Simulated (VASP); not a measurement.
**SiC: single point with PBE**

SiC:

```
Si C
1.0
     3.01385    0.00000    0.00000
    -1.50692    2.61007    0.00000
     0.00000    0.00000    5.06669
Si C
2 2
Direct
  0.33333 0.66667 0.00088
  0.66667 0.33333 0.50088
  0.33333 0.66667 0.37412
  0.66667 0.33333 0.87412
```

This cell differs from its parent crystal: epitaxial xy strain -2.0%.

```json
{
  "Program": "VASP 6.6.1",
  "Task": "single point",
  "Functional": "PBE",
  "Potentials or basis": "VASP PAW PBE potentials, release 64 (Si, C)",
  "Cutoff": "520 eV",
  "k mesh": "6 × 6 × 4",
  "Occupations": "gaussian, width 0.01 eV",
  "Spin": "no spin polarisation",
  "Dipole correction": "no",
  "Further INCAR settings": "ALGO = Normal; EDIFF = 1e-06; NBANDS = 16"
}
```

```json
{"Pressure": "12.5 GPa", "Largest force": "0.025 eV/Å", "Band gap on the k mesh": "2.01 eV, indirect (least direct gap 4.23 eV)"}
```

Forces on the atoms (eV/Å):
```
Si   0.000  0.000  0.025
Si   0.000  0.000  0.025
C    0.000  0.000 -0.025
C    0.000  0.000 -0.025
```

Stress tensor (GPa, compression positive):
```
17.01  0.00  0.00
 0.00 17.01  0.00
 0.00  0.00  3.55
```

Levels at points of the mesh, in eV from the valence-band top:
```
           k point  band 6  band 7  band 8  band 9  band 10  band 11
(0.00, 0.00, 0.00)   -0.37    0.00    0.00    5.44     6.03     7.03
(0.50, 0.00, 0.00)   -3.49   -3.32   -1.27    2.96     4.00     7.12
(0.00, 0.00, 0.50)   -0.66   -0.66   -0.66    6.43     6.43     7.67
(0.50, 0.00, 0.50)   -2.58   -2.47   -2.47    3.19     3.19     5.29
```

Run time: 16 s on 1 thread of Intel Xeon 8259CL, with other jobs on the host, peak memory 0.15 GiB.

Caveat: the cell differs from its parent crystal (epitaxial xy strain -2.0%). A k mesh can miss the band edges.
